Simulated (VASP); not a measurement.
# Zn (P6_3/mmc) in VASP: a series of runs

The runs below take Zn through single point, with PBE-based screened hybrid with 25 % exact exchange, r2SCANh+D3(BJ).

Everything below comes from runs of VASP 6.6.1. Logs are shortened: lines on timing, memory, paths and dates and some standing lists are left out, and cuts for length are marked.

## (1) The cell of the first run

It takes space group P6_3/mmc (No. 194, hexagonal). Conventional cell: a = 2.670 Å, b = 2.670 Å, c = 4.966 Å, α = 90.00°, β = 90.00°, γ = 120.00°. Within 3.5 Å of Zn (site symmetry -6m2) lie 12 Zn at 2.67 to 2.92 Å.

## (2) Single point, PBE-based screened hybrid with 25 % exact exchange

File POSCAR:

```
Zn
1.0
    2.6700000000      0.0000000000      0.0000000000
   -1.3350000000      2.3122878281      0.0000000000
    0.0000000000      0.0000000000      4.9660000000
Zn
2
Direct
    0.6666666667      0.3333333333      0.7500000000
    0.3333333333      0.6666666667      0.2500000000
```

File INCAR.step1:

```
SYSTEM = Zn
ALGO     = Normal         ! electronic algorithm
EDIFF    = 1E-5           ! SCF threshold, eV
ENCUT    = 400            ! plane-wave cutoff, eV
GGA      = PE             ! functional
GGA_COMPAT= .FALSE.      
ISIF     = 2              ! what is computed and relaxed
ISMEAR   = -1             ! smearing method
LASPH    = .TRUE.         ! aspherical terms in the spheres
LCHARG   = .FALSE.        ! write CHGCAR
LREAL    = .FALSE.        ! projectors in reciprocal space
LWAVE    = .TRUE.         ! write WAVECAR
NBANDS   = 19             ! bands
NELM     = 120            ! most SCF steps
PREC     = Accurate       ! precision mode
SIGMA    = 0.025          ! smearing width, eV
```

File INCAR.step2:

```
SYSTEM = Zn
AEXX     = 0.25           ! exact-exchange fraction
ALGO     = Normal         ! electronic algorithm
EDIFF    = 1E-6           ! SCF threshold, eV
ENCUT    = 400            ! plane-wave cutoff, eV
GGA      = PE             ! functional
GGA_COMPAT= .FALSE.      
HFSCREEN = 0.3            ! screening, 1/A
ISIF     = 2              ! what is computed and relaxed
ISMEAR   = -1             ! smearing method
ISTART   = 1            
LASPH    = .TRUE.         ! aspherical terms in the spheres
LCHARG   = .FALSE.        ! write CHGCAR
LHFCALC  = .TRUE.         ! exact exchange
LREAL    = .FALSE.        ! projectors in reciprocal space
LWAVE    = .FALSE.        ! write WAVECAR
NBANDS   = 19             ! bands
NELM     = 120            ! most SCF steps
PREC     = Accurate       ! precision mode
PRECFOCK = Normal       
SIGMA    = 0.025          ! smearing width, eV
```

File KPOINTS:

```
k-points
0
G
  8 8 4
  0 0 0
```

Potentials or basis: VASP PAW PBE potentials, release 64 (Zn).

Run with:

```bash
$ cat potpaw_PBE.64/Zn/POTCAR > POTCAR
$ cp INCAR.step1 INCAR
$ mpirun -np 1 vasp_std > vasp.out
$ cp INCAR.step2 INCAR
$ mpirun -np 1 vasp_std > vasp.out
```

OUTCAR:

```text
SYSTEM = Zn
   AEXX = 0.25
   EDIFF = 1E-6
   ENCUT = 400
   GGA = PE
   HFSCREEN = 0.3
   ISIF = 2
   ISMEAR = -1
   ISTART = 1
   LASPH = .TRUE.
   LHFCALC = .TRUE.
   LREAL = .FALSE.
   NELM = 120
   PREC = Accurate
   PRECFOCK = Normal

 ion  position               nearest neighbor table
   1  0.667  0.333  0.750-   2 2.92   2 2.92   2 2.92   2 2.92   2 2.92   2 2.92
   2  0.333  0.667  0.250-   1 2.92   1 2.92   1 2.92   1 2.92   1 2.92   1 2.92

  LATTYP: Found a hexagonal cell.
 ALAT       =     2.6700000000
 C/A-ratio  =     1.8599250936

  Lattice vectors:

 A1 = (   2.6700000000,   0.0000000000,   0.0000000000)
 A2 = (  -1.3350000000,   2.3122878281,   0.0000000000)
 A3 = (   0.0000000000,   0.0000000000,   4.9660000000)

Analysis of symmetry for initial positions (statically):
=====================================================================
 Subroutine PRICEL returns:
 Original cell was already a primitive cell.

 Routine SETGRP: Setting up the symmetry group for a
 hexagonal supercell.

 Subroutine GETGRP returns: Found 24 space group operations
 (whereof 12 operations were pure point group operations)
 out of a pool of 24 trial point group operations.

The static configuration has the point symmetry D_3d.
 The point group associated with its full space group is D_6h.

Analysis of symmetry for dynamics (positions and initial velocities):
=====================================================================
 Subroutine PRICEL returns:
 Original cell was already a primitive cell.

 Routine SETGRP: Setting up the symmetry group for a
 hexagonal supercell.

 Subroutine GETGRP returns: Found 24 space group operations
 (whereof 12 operations were pure point group operations)
 out of a pool of 24 trial point group operations.

The dynamic configuration has the point symmetry D_3d.
 The point group associated with its full space group is D_6h.

 Subroutine INISYM returns: Found 24 space group operations
 (whereof 12 operations are pure point group operations),
 and found     1 'primitive' translations

----------------------------------------------------------------------------------------

                                     Primitive cell

[... 91 lines left out ...]
   LREAL  =      F    real-space projection
   EDIFFG = 0.1E-04   stopping-criterion for IOM
   NSW    =      0    number of steps for IOM
   IBRION =     -1    ionic relax: 0-MD 1-quasi-New 2-CG
   NFREE  =      0    steps in history (QN), initial steepest desc. (CG)
   ISIF   =      2    stress and relaxation
   ISYM   =      3    0-nonsym 1-usesym 2-fastsym
   POTIM  = 0.5000    time-step for ionic-motion
   TEBEG  =    0.0;   TEEND  =   0.0 temperature during run
   PSTRESS=    0.0 pullay stress
   NELECT =      24.0000    total number of electrons
   NUPDOWN=      -1.0000    fix difference up-down
   EMIN   =  10.00;   EMAX   =-10.00  energy-range for DOS
   EFERMI =   0.00;   METHOD = LEGACY
   ISMEAR =    -1;   SIGMA  =   0.03  broadening in eV -4-tet -1-fermi 0-gaus
   EFERMI_NEDOS =   21; number of points for ismear=-14 and -15
   IALGO  =     38    algorithm
   IMIX   =      1    mixing-type and parameters
     AMIX     =   0.40;   BMIX     =  1.00
     AMIX_MAG =   1.60;   BMIX_MAG =  1.00
  volume/ion in A,a.u.               =      15.33       103.45
  Fermi-wavevector in a.u.,A,eV,Ry     =   1.508778  2.851177 30.972445  2.276410
  Thomas-Fermi vector in A             =   2.619187
   LORBIT       =      0    0 simple, 1 ext, 2 COOP (PROOUT), +10 PAW based schemes
   GGA     = PE    functional components
   LHFCALC =     T    Hartree Fock is set to
   PRECFOCK=normal    Normal, Fast or Accurate (Low or Medium for compatibility)
   ENCUT4O =  -1.0   cutoff for four orbital integrals eV
   NKREDX  =     1    reduce k-point grid by
   NKREDY  =     1    reduce k-point grid by
   NKREDZ  =     1    reduce k-point grid by
   AEXX    =    0.2500 exact exchange contribution
   HFSCREEN=    0.3000 screening length (either q_TF or 0.3 A-1)
   HFSCREENC=   0.3000 screening length for correlation (either q_TF or 0.3 A-1)
   ENCUTFOCK=  -1.0 apply spherical cutoff to Coloumb kernel
   IVDW    =     0    specifies the selected vdW correction
   LEPSILON=     F    determine dielectric tensor
   LRPA    =     F    only Hartree local field effects (RPA)
 non-spin polarized calculation
  energy-cutoff  :      400.00
  volume of cell :       30.66
 maximum number of plane-waves:       580
 NGX is ok and might be reduce to    18
  NGX = 14; NGY = 14; NGZ = 28

 number of electron      24.0000024 magnetization

 Free energy of the ion-electron system (eV)
  ---------------------------------------------------
  ext. energy  EPLUGINS =         0.00000000
  ---------------------------------------------------
  free energy    TOTEN  =        -2.46627931 eV

  energy without entropy =       -2.46476682  energy(sigma->0) =       -2.46552306

 E-fermi :   2.8683     XC(G=0):  -9.5598

 val. band max:        2.8530167001   @ k =   0.3750  -0.0000   0.0000
 cond. band min:       2.9249720995   @ k =   0.3750   0.2500   0.5000
 fundamental gap:      0.0719553994
 Fermi energy:         2.8682872603

 k-point     1 :       0.0000    0.0000    0.0000
  band No.  band energies     occupation
      1      -8.4089      2.00000
      2      -7.4428      2.00000
      3      -6.9338      2.00000
      4      -6.6766      2.00000
      5      -6.6766      2.00000
      6      -6.6286      2.00000
[... 505 lines left out ...]
      6      -6.3327      2.00000
[... 11 lines left out ...]
     18      16.3826      0.00000
     19      19.1599      0.00000

 [... further k-points ...]

------------------------ aborting loop because EDIFF is reached ----------------------------------------

  FORCE on cell =-STRESS in cart. coord.  units (eV):
  Direction    XX          YY          ZZ          XY          YZ          ZX
  --------------------------------------------------------------------------------------
  -------------------------------------------------------------------------------------
  Total        0.1593728      0.1593728     -0.7137676     -0.0000000      0.0000000      0.0000000
  in kB        8.3284622      8.3284622    -37.2998882     -0.0000000      0.0000000      0.0000000
  external PRESSURE =      -6.8809879 kB  Pullay stress =       0.0000000 kB

 VOLUME and BASIS-vectors are now :
 -----------------------------------------------------------------------------
  energy-cutoff  :      400.00
  volume of cell :       30.66
      direct lattice vectors                 reciprocal lattice vectors
     2.670000000  0.000000000  0.000000000     0.374531835  0.216236056  0.000000000
    -1.335000000  2.312287828  0.000000000     0.000000000  0.432472112  0.000000000
     0.000000000  0.000000000  4.966000000     0.000000000  0.000000000  0.201369311

 POSITION                                       TOTAL-FORCE (eV/Angst)
 -----------------------------------------------------------------------------------
      1.33500      0.77076      3.72450         0.000000     -0.000000      0.000000
     -0.00000      1.54153      1.24150        -0.000000      0.000000     -0.000000
 -----------------------------------------------------------------------------------
    total drift:                                0.000001     -0.000001     -0.000002

  FREE ENERGIE OF THE ION-ELECTRON SYSTEM (eV)
  ---------------------------------------------------
  free  energy   TOTEN  =        -2.4662793060 eV

  energy  without entropy=       -2.4647668190  energy(sigma->0) =       -2.46552306
```

It took 2 h on 1 thread of Intel Xeon Platinum 8259CL at 2.50GHz (Skylake/Cascade Lake), shared host; peak memory 0.24 GiB.

Results:

```
Free energy            : -2.4663 eV
Pressure               : -0.7 GPa
Band gap on the k mesh : zero (bands 12 and 13 overlap by 4.84 eV)
```

Levels at points of the mesh, in eV from the Fermi level:
```tsv
k point	band 8	band 9	band 10	band 11	band 12	band 13	band 14	band 15	band 16	band 17
(0.00, 0.00, 0.00)	-9.19	-9.19	-8.98	-8.98	-3.75	-3.33	14.60	18.13	18.64	18.64
(0.50, 0.00, 0.00)	-8.99	-8.76	-8.74	-2.99	-2.27	3.14	4.03	4.77	6.15	11.06
(0.00, 0.00, 0.50)	-9.07	-9.07	-9.07	-8.97	-8.97	5.12	5.12	19.99	19.99	19.99
(0.50, 0.00, 0.50)	-9.00	-8.75	-8.75	-1.92	-1.92	0.41	0.41	11.03	11.03	12.94
```

Caveat: the PAW data sets were made with another functional, which shifts forces and pressure a little.

(Continued in part 2 of 2.)

The gap in the log of VASP goes by the Fermi energy; the results here count the filled bands.